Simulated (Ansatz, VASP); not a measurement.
**AlN: VASP beside Ansatz**

Contents of INCAR:

```
PREC     = Accurate       # precision mode
ENCUT    = 520            # plane-wave cutoff, eV
EDIFF    = 1E-6           # SCF threshold, eV
ISMEAR   = 0              # smearing method
SIGMA    = 0.01           # smearing width, eV
LREAL    = False          # projectors in reciprocal space
LASPH    = True           # aspherical terms in the spheres
NELM     = 80             # most SCF steps
ALGO     = Normal         # electronic algorithm
ISIF     = 2              # what is computed and relaxed
LWAVE    = False          # write WAVECAR
LCHARG   = False          # write CHGCAR
GGA      = PS             # functional
NBANDS   = 11             # bands
```

The input KPOINTS:

```
Automatic mesh
0
Gamma
  8 8 8
```

POSCAR

```
AlN
1.0
    0.0000000000      2.1777344481      2.1777344481
    2.1777344481      0.0000000000      2.1777344481
    2.1777344481      2.1777344481      0.0000000000
Al N
1 1
Direct
    0.0000000000      0.0000000000      0.0000000000
    0.2500000000      0.2500000000      0.2500000000
```

Input for Ansatz:

```yaml
crystal:
  lattice:
    - [0.0, 2.17773444811, 2.17773444811]
    - [2.17773444811, 0.0, 2.17773444811]
    - [2.17773444811, 2.17773444811, 0.0]
  atoms:
    - { symbol: Al, position: [0.0, 0.0, 0.0] }
    - { symbol: "N", position: [0.25, 0.25, 0.25] }
kpoints:
  mp_grid: { grid: [8, 8, 8] }
scf:
  occupations: { method: fixed }
  convergence: { dr2_threshold: 1.0e-10 }
hamiltonian:
  xc: pbesol
  pseudopotentials: { kind: all_electron, lapw: { basis_error: 0.0005 } }
output:
  forces: true
  stress: true
  eigenstates:
    kpoints:
      - [0.0, 0.0, 0.0]
      - [0.0, -0.5, -0.5]
      - [-0.5, 0.0, -0.5]
      - [-0.5, -0.5, 0.0]
      - [0.0, 0.5, 0.0]
      - [0.5, 0.0, 0.0]
      - [0.0, 0.0, 0.5]
      - [0.5, 0.5, 0.5]
  eigenvalues: true
```

Alike in both runs: task single point; functional PBEsol; k mesh 8 × 8 × 8; no spin polarisation.

|  | VASP | Ansatz |
| --- | --- | --- |
| version | VASP 6.6.1 | Ansatz 0.2.0 |
| potentials or method | VASP PAW PBE potentials, release 64 (Al, N), cutoff 520 eV | all-electron LAPW, scalar-relativistic |
| occupations | gaussian, width 0.01 eV | fixed |

|  | VASP | Ansatz | Ansatz less VASP |
| --- | --- | --- | --- |
| gap on the k mesh at the Fermi level (eV) | 3.19 | 3.19 | +0.004 |
| pressure (GPa) | 3.1 | 3.0 | -0.15 |

VASP's potentials were made for PBE, not for PBEsol. Ansatz ran all-electron here, and VASP with PAW potentials.
